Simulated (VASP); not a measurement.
**GaN: relaxation of cell and atoms with PBEsol**

GaN:

```xyz
4
Lattice="3.2184 0.0000 0.0000 -1.6092 2.7872 0.0000 0.0000 0.0000 5.2430" Properties=species:S:1:pos:R:3 pbc="T T T"
Ga    0.0000    1.8582   -0.0046
Ga    1.6092    0.9291    2.6170
N     0.0000    1.8582    1.9707
N     1.6092    0.9291    4.5922
```

```yaml
Program: VASP 6.6.1
Task: relaxation of cell and atoms
Functional: PBEsol
Potentials_or_basis: VASP PAW PBE potentials, release 64 (Ga_d, N)
Cutoff: 600 eV
k_mesh: 12 × 12 × 6
Occupations: gaussian, width 0.02 eV
Spin: no spin polarisation
Dipole_correction: no
Further_INCAR_settings: ALGO = Normal; EDIFF = 1e-06; IBRION = 2; EDIFFG = -0.005; NSW = 70; ISIF = 3
```

```json
{
 "Relaxed volume": "11.35 Å³/atom",
 "Relaxed cell": "a = 3.181 Å, b = 3.181 Å, c = 5.182 Å, α = 90.00°, β = 90.00°, γ = 120.00°",
 "Space group after relaxing (to 0.1 Å)": "P6_3mc (No. 186)",
 "Energy gained by relaxing": "8.2 meV/atom",
 "Ionic steps": "6",
 "Pressure after relaxing": "0.0 GPa",
 "Band gap on the k mesh": "1.91 eV"
}
```

Forces in eV/Å, atoms in the order of the input:
```
Ga   0.000  0.000  0.003
Ga   0.000  0.000  0.003
N    0.000  0.000 -0.003
N    0.000  0.000 -0.003
```

The path:
| step | energy change (eV) | largest force (eV/Å) | pressure (GPa) | volume (Å³) |
| --- | --- | --- | --- | --- |
| 1 | 0.0000 | 0.0007 | -6.22 | 47.03 |
| 2 | -0.0059 | 0.0166 | 6.28 | 43.99 |
| 3 | -0.0328 | 0.0075 | -0.04 | 45.40 |
| 4 | -0.0328 | 0.0078 | 0.11 | 45.37 |
| 5 | -0.0328 | 0.0015 | -0.27 | 45.42 |
| 6 | -0.0328 | 0.0029 | 0.02 | 45.40 |

Final structure:
```
Ga N
1.0
     3.18059    0.00000    0.00000
    -1.59029    2.75447    0.00000
     0.00000    0.00000    5.18180
Ga N
2 2
Direct
  0.33333 0.66667 0.99917
  0.66667 0.33333 0.49917
  0.33333 0.66667 0.37583
  0.66667 0.33333 0.87583
```

Levels at points of the mesh, in eV from the valence-band top:
```tsv
k point	band 16	band 17	band 18	band 19	band 20	band 21
(0.00, 0.00, 0.00)	-0.04	0.00	0.00	1.91	4.22	9.13
(0.50, 0.00, 0.00)	-2.79	-2.26	-1.02	4.95	5.53	5.95
(0.00, 0.00, 0.50)	-0.54	-0.54	-0.54	4.23	4.23	8.39
(0.50, 0.00, 0.50)	-1.98	-1.93	-1.93	4.31	4.31	7.72
```

Wall time 5.1 min on 1 thread of Intel(R) Xeon(R) Platinum 8259CL CPU @ 2.50GHz (Skylake/Cascade Lake), with other jobs on the host, peak memory 0.23 GiB.

Caveat: the PAW data sets were made with another functional, which shifts forces and pressure a little.
